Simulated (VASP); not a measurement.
# BN (Cm) in VASP: further runs, part 2 of 3

VASP 6.6.1. The steps go on from the part before.

**3. Single point, PBE**

File INCAR:

```
ALGO = Normal ; EDIFF = 1E-6
ENCUT = 520 ; GGA = PE
ISIF = 2 ; ISMEAR = 0
LASPH = True ; LCHARG = False
LREAL = False ; LWAVE = False
NBANDS = 36 ; NELM = 80
PREC = Accurate ; SIGMA = 0.05
```

File KPOINTS:

```
k-points
0
Gamma
  10 10 2
```

File POSCAR:

```
BN
1.0
    1.8123485118     -1.8123485118      0.0000000000
    1.8123485118      0.0000000000     -1.8123485118
    8.7598052971      6.4941884225      6.4941884225
B N
6 6
Direct
    0.8350701400     -0.1649298600      0.3958000000
    0.2378534733      0.2378534733      0.2291333333
    0.4322868067      0.4322868067      0.5624666667
    0.6267201400      0.6267201400      0.8958000000
    0.0295034733      0.0295034733      0.7291333333
    0.6406368067      0.6406368067      0.0624666667
    0.4843743067      0.4843743067      0.4374666667
   -0.1128423600     -0.1128423600      0.2708000000
    0.0815909733      0.0815909733      0.6041333333
    0.2760243067      0.2760243067      0.9374666667
   -0.3211923600     -0.3211923600      0.7708000000
    0.2899409733      0.2899409733      0.1041333333
```

Potentials or basis: VASP PAW PBE potentials, release 64 (B, N).

On the command line:

```bash
$ cat potpaw_PBE.64/B/POTCAR potpaw_PBE.64/N/POTCAR > POTCAR
$ mpirun -np 1 vasp_std > vasp.out
```

OUTCAR:

```text
EDIFF = 1E-6
   ENCUT = 520
   GGA = PE
   ISIF = 2
   ISMEAR = 0
   LASPH = True
   LREAL = False
   NELM = 80
   PREC = Accurate

 ion  position               nearest neighbor table
   1  0.835  0.835  0.396-   7 1.57   8 1.57   7 1.57   7 1.57
   2  0.238  0.238  0.229-   8 1.57  12 1.57   8 1.57   8 1.57
   3  0.432  0.432  0.562-   9 1.57   9 1.57   7 1.57   9 1.57
   4  0.627  0.627  0.896-  10 1.57  11 1.57  10 1.57  10 1.57   6 2.13
   5  0.030  0.030  0.729-  11 1.57   9 1.57  11 1.57  11 1.57
   6  0.641  0.641  0.062-  12 1.57  12 1.57  12 1.57   4 2.13
   7  0.484  0.484  0.437-   1 1.57   3 1.57   1 1.57   1 1.57
   8  0.887  0.887  0.271-   2 1.57   1 1.57   2 1.57   2 1.57
   9  0.082  0.082  0.604-   3 1.57   3 1.57   5 1.57   3 1.57
  10  0.276  0.276  0.937-   4 1.57   4 1.57   4 1.57
  11  0.679  0.679  0.771-   5 1.57   4 1.57   5 1.57   5 1.57
  12  0.290  0.290  0.104-   6 1.57   6 1.57   2 1.57   6 1.57

  LATTYP: Found a base centered monoclinic cell.
 ALAT       =     4.4393290900
 B/A-ratio  =     0.5773502692
 C/A-ratio  =     2.8589576580
 COS(beta)  =    -0.1457524209

  Lattice vectors:

 A1 = (  -1.8123485118,   1.8123485118,   0.0000000000)
 A2 = (  -1.8123485118,   0.0000000000,   1.8123485118)
 A3 = (   8.7598052971,   6.4941884225,   6.4941884225)

Analysis of symmetry for initial positions (statically):
=====================================================================
 Subroutine PRICEL returns:
 Original cell was already a primitive cell.

 Routine SETGRP: Setting up the symmetry group for a
 base centered monoclinic supercell.

 Subroutine GETGRP returns: Found  2 space group operations
 (whereof  2 operations were pure point group operations)
 out of a pool of  4 trial point group operations.

The static configuration has the point symmetry C_1h.

Analysis of symmetry for dynamics (positions and initial velocities):
=====================================================================
 Subroutine PRICEL returns:
 Original cell was already a primitive cell.

 Routine SETGRP: Setting up the symmetry group for a
 base centered monoclinic supercell.

 Subroutine GETGRP returns: Found  2 space group operations
 (whereof  2 operations were pure point group operations)
 out of a pool of  4 trial point group operations.

The dynamic configuration has the point symmetry C_1h.

 Subroutine INISYM returns: Found  2 space group operations
 (whereof  2 operations are pure point group operations),
 and found     1 'primitive' translations

----------------------------------------------------------------------------------------

                                     Primitive cell

  volume of cell :      71.4342

  direct lattice vectors                    reciprocal lattice vectors
     1.812348512 -1.812348512  0.000000000     0.164763196 -0.387007059  0.164763196
     1.812348512  0.000000000 -1.812348512     0.164763196  0.164763196 -0.387007059
     8.759805297  6.494188422  6.494188422     0.045980855  0.045980855  0.045980855

  length of vectors
     2.563047845  2.563047845 12.691853898     0.451739178  0.451739178  0.079641176
[... 58 lines left out ...]
  0.000000  0.000000  0.000000      1.000000
  0.100000  0.000000  0.000000      4.000000
  0.200000  0.000000  0.000000      4.000000
  0.300000  0.000000  0.000000      4.000000
  0.400000  0.000000  0.000000      4.000000
  0.500000  0.000000  0.000000      2.000000
[... 16 lines left out ...]
  0.300000  0.300000 -0.000000      2.000000
  0.400000  0.300000  0.000000      4.000000
 [... further k-points ...]
   k-points           NKPTS =     62   k-points in BZ     NKDIM =     62   number of bands    NBANDS=     36
   number of dos      NEDOS =    301   number of ions     NIONS =     12
   total plane-waves  NPLWV =  38400
   dimension x,y,z NGX =    20 NGY =   20 NGZ =   96
   dimension x,y,z NGXF=    40 NGYF=   40 NGZF=  192
   ions per type =               6   6
   NGX,Y,Z   is equivalent  to a cutoff of  12.97, 12.97, 12.57 a.u.
   NGXF,Y,Z  is equivalent  to a cutoff of  25.95, 25.95, 25.15 a.u.
 SYSTEM =  unknown system
   PREC   = accura    normal or accurate (medium, high low for compatibility)
   ISTART =      0    job   : 0-new  1-cont  2-samecut
   ICHARG =      2    charge: 1-file 2-atom 10-const
   ISPIN  =      1    spin polarized calculation?
   LNONCOLLINEAR =      F non collinear calculations
   LSORBIT =      F    spin-orbit coupling
   LASPH  =      T    aspherical Exc in radial PAW
   ENCUT  =  520.0 eV  38.22 Ry    6.18 a.u.   4.77  4.77 23.60*2*pi/ulx,y,z
   NELM   =     80;   NELMIN=  2; NELMDL= -5     # of ELM steps
   EDIFF  = 0.1E-05   stopping-criterion for ELM
   LREAL  =      F    real-space projection
[... 7 lines left out ...]
   TEBEG  =    0.0;   TEEND  =   0.0 temperature during run
   PSTRESS=    0.0 pullay stress
   NELECT =      48.0000    total number of electrons
   NUPDOWN=      -1.0000    fix difference up-down
   EMIN   =  10.00;   EMAX   =-10.00  energy-range for DOS
   EFERMI =   0.00;   METHOD = LEGACY
   ISMEAR =     0;   SIGMA  =   0.05  broadening in eV -4-tet -1-fermi 0-gaus
   EFERMI_NEDOS =   21; number of points for ismear=-14 and -15
   IALGO  =     38    algorithm
   IMIX   =      4    mixing-type and parameters
     AMIX     =   0.40;   BMIX     =  1.00
     AMIX_MAG =   1.60;   BMIX_MAG =  1.00
  volume/ion in A,a.u.               =       5.95        40.17
  Fermi-wavevector in a.u.,A,eV,Ry     =   1.433903  2.709684 27.974638  2.056078
  Thomas-Fermi vector in A             =   2.553370
   LORBIT       =      0    0 simple, 1 ext, 2 COOP (PROOUT), +10 PAW based schemes
   GGA     = PE    functional components
   LHFCALC =     F    Hartree Fock is set to
   AEXX    =    0.0000 exact exchange contribution
   IVDW    =     0    specifies the selected vdW correction
   LEPSILON=     F    determine dielectric tensor
   LRPA    =     F    only Hartree local field effects (RPA)
 non-spin polarized calculation
 Gauss-broadening in eV      SIGMA  =   0.05
  energy-cutoff  :      520.00
  volume of cell :       71.43
 maximum number of plane-waves:      1947
   NGX =  9   NGY =  9   NGZ = 47

 number of electron      47.9999994 magnetization

 Free energy of the ion-electron system (eV)
  ---------------------------------------------------
  ext. energy  EPLUGINS =         0.00000000
  ---------------------------------------------------
  free energy    TOTEN  =      -101.17684167 eV

  energy without entropy =     -101.17684167  energy(sigma->0) =     -101.17684167

 E-fermi :   8.2923     XC(G=0): -12.8112

 val. band max:        8.0257597741   @ k =   0.0000   0.0000   0.0000
 cond. band min:      10.1804768836   @ k =   0.5000   0.0000   0.0000
 fundamental gap:      2.1547171095
 Fermi energy:         8.2922819058

 k-point     1 :       0.0000    0.0000    0.0000
  band No.  band energies     occupation
      1     -12.9721      2.00000
      2     -12.2107      2.00000
      3     -11.9586      2.00000
      4     -10.3470      2.00000
      5     -10.1271      2.00000
      6      -8.4859      2.00000
[... 925 lines left out ...]
     35      18.9587      0.00000
     36      19.0323      0.00000

 [... further k-points ...]

------------------------ aborting loop because EDIFF is reached ----------------------------------------

  FORCE on cell =-STRESS in cart. coord.  units (eV):
  Direction    XX          YY          ZZ          XY          YZ          ZX
  --------------------------------------------------------------------------------------
  -------------------------------------------------------------------------------------
  Total        8.0347133     -1.6947720     -1.6947720      4.8890165      2.7122914      4.8890168
  in kB      180.2082117    -38.0115408    -38.0115408    109.6543070     60.8331827    109.6543139
  external PRESSURE =      34.7283767 kB  Pullay stress =       0.0000000 kB

 VOLUME and BASIS-vectors are now :
 -----------------------------------------------------------------------------
  energy-cutoff  :      520.00
  volume of cell :       71.43
      direct lattice vectors                 reciprocal lattice vectors
     1.812348512 -1.812348512  0.000000000     0.164763196 -0.387007059  0.164763196
     1.812348512  0.000000000 -1.812348512     0.164763196  0.164763196 -0.387007059
     8.759805297  6.494188422  6.494188422     0.045980855  0.045980855  0.045980855

 POSITION                                       TOTAL-FORCE (eV/Angst)
 -----------------------------------------------------------------------------------
      6.49401      1.05696      1.05696         0.122214      0.106862      0.106862
      2.86931      1.05696      1.05696         0.629465      0.221380      0.221380
      6.49401      2.86931      2.86931         0.111534      0.109071      0.109071
     10.11870      4.68166      4.68166        -0.571802      0.109083      0.109083
      6.49401      4.68166      4.68166         0.112379      0.104687      0.104687
      2.86931     -0.75539     -0.75539         1.433160      0.510971      0.510971
      5.58783      1.96314      1.96314        -0.107331     -0.112754     -0.112754
      5.58783      0.15079      0.15079        -0.088712     -0.114695     -0.114695
      5.58783      3.77548      3.77548        -0.122245     -0.111328     -0.111328
      9.21253      5.58783      5.58783        -3.360650     -1.323959     -1.323959
      9.21253      3.77548      3.77548        -0.353397     -0.241455     -0.241455
      1.96314      0.15079      0.15079         2.195384      0.742137      0.742137
 -----------------------------------------------------------------------------------
    total drift:                               -0.000042     -0.000213     -0.000213

  FREE ENERGIE OF THE ION-ELECTRON SYSTEM (eV)
  ---------------------------------------------------
  free  energy   TOTEN  =      -101.1768416721 eV

  energy  without entropy=     -101.1768416721  energy(sigma->0) =     -101.17684167
```

It took 2.5 min on 1 thread of Intel Xeon Platinum 8488C (Sapphire Rapids), shared host; peak memory 0.24 GiB.

What came out:

```yaml
Free_energy: -101.1768 eV
Pressure: 3.5 GPa
Largest_force: 3.847 eV/Å
Band_gap_on_the_k_mesh: 2.15 eV (least direct gap 3.05 eV)
```

Forces on the atoms (eV/Å):
```
B    0.122  0.107  0.107
B    0.629  0.221  0.221
B    0.112  0.109  0.109
B   -0.572  0.109  0.109
B    0.112  0.105  0.105
B    1.433  0.511  0.511
N   -0.107 -0.113 -0.113
N   -0.089 -0.115 -0.115
N   -0.122 -0.111 -0.111
N   -3.361 -1.324 -1.324
N   -0.353 -0.241 -0.241
N    2.195  0.742  0.742
```

Stress tensor (GPa, compression positive):
```
18.02 10.97 10.97
10.97 -3.80  6.08
10.97  6.08 -3.80
```

Caveat: the cell stands under pressure; forces of over 1 eV/Å act on the atoms, so gaps and moduli don't describe the material at rest.

**4. Single point, PBE**

File INCAR:

```
  PREC = Accurate
  ENCUT = 520
  EDIFF = 1E-7
  ISMEAR = 0
  SIGMA = 0.05
  LREAL = F
  LASPH = T
  NELM = 60
  ALGO = Normal
  ISIF = 2
  LWAVE = F
  LCHARG = T
  GGA = PE
  LELF = T
  LVHAR = T
  NBANDS = 36
```

File KPOINTS:

```
Automatic mesh
0
Gamma
  10 10 2
```

File POSCAR:

```
BN
1.0
    1.8123485118     -1.8123485118      0.0000000000
    1.8123485118      0.0000000000     -1.8123485118
    9.3636798213      6.1922511605      6.1922511605
B N
6 6
Direct
    0.7691298600     -0.2308701400      0.3958000000
    0.1996798600      0.1996798600      0.2291333333
    0.3385798600      0.3385798600      0.5624666667
    0.4774798600      0.4774798600      0.8958000000
   -0.0919701400     -0.0919701400      0.7291333333
    0.6302298600      0.6302298600      0.0624666667
    0.4114923600      0.4114923600      0.4374666667
   -0.1579576400     -0.1579576400      0.2708000000
   -0.0190576400     -0.0190576400      0.6041333333
    0.1198423600      0.1198423600      0.9374666667
   -0.4496076400     -0.4496076400      0.7708000000
    0.2725923600      0.2725923600      0.1041333333
```

On the command line:

```bash
$ cat potpaw_PBE.64/B/POTCAR potpaw_PBE.64/N/POTCAR > POTCAR
$ mpirun -np 1 vasp_std > vasp.out
```

Run time: 2.4 min. Hardware: 1 thread of Intel Xeon Platinum 8488C (Sapphire Rapids), shared host; peak memory 0.24 GiB.

The run converged. Its results:

- Free energy: -102.1549 eV
- Pressure: 0.0 GPa
- Largest force: 1.623 eV/Å
- Band gap on the k mesh: 2.56 eV (least direct gap 3.98 eV)

Forces on the atoms (eV/Å):
```
B    0.111  0.109  0.109
B    0.327  0.130  0.130
B    0.104  0.105  0.105
B   -0.597  0.022  0.022
B    0.084  0.097  0.097
B    0.032  1.147  1.147
N   -0.105 -0.108 -0.108
N   -0.102 -0.102 -0.102
N   -0.103 -0.111 -0.111
N   -0.444 -0.997 -0.997
N   -0.141 -0.210 -0.210
N    0.835 -0.083 -0.083
```

Stress tensor (GPa, compression positive):
```
 4.65  4.60  4.60
 4.60 -2.29  7.21
 4.60  7.21 -2.29
```

Levels at points of the mesh, in eV from the valence-band top:
```tsv
k point	band 20	band 21	band 22	band 23	band 24	band 25	band 26	band 27	band 28	band 29
(0.00, 0.00, 0.00)	-0.90	-0.85	-0.44	-0.33	0.00	6.70	8.04	8.05	8.56	8.62
(0.50, 0.00, 0.00)	-3.55	-3.22	-3.13	-2.39	-1.72	3.22	4.79	5.45	6.70	7.89
(0.50, 0.50, 0.00)	-3.44	-3.25	-2.99	-2.34	-2.27	4.39	4.58	5.45	6.83	7.81
(0.00, 0.00, 0.50)	-0.98	-0.79	-0.61	-0.40	-0.35	6.75	7.96	7.99	8.62	8.85
(0.50, 0.00, 0.50)	-3.97	-2.98	-2.83	-2.48	-1.69	3.26	4.43	5.90	6.70	7.48
(0.50, 0.50, 0.50)	-4.03	-3.54	-2.84	-2.47	-2.02	4.10	4.75	5.73	6.59	7.84
```

Caveat: forces of over 1 eV/Å act on the atoms, so gaps and moduli don't describe the material at rest. A k mesh can miss the band edges.

(Part 2 of 3 ends here.)
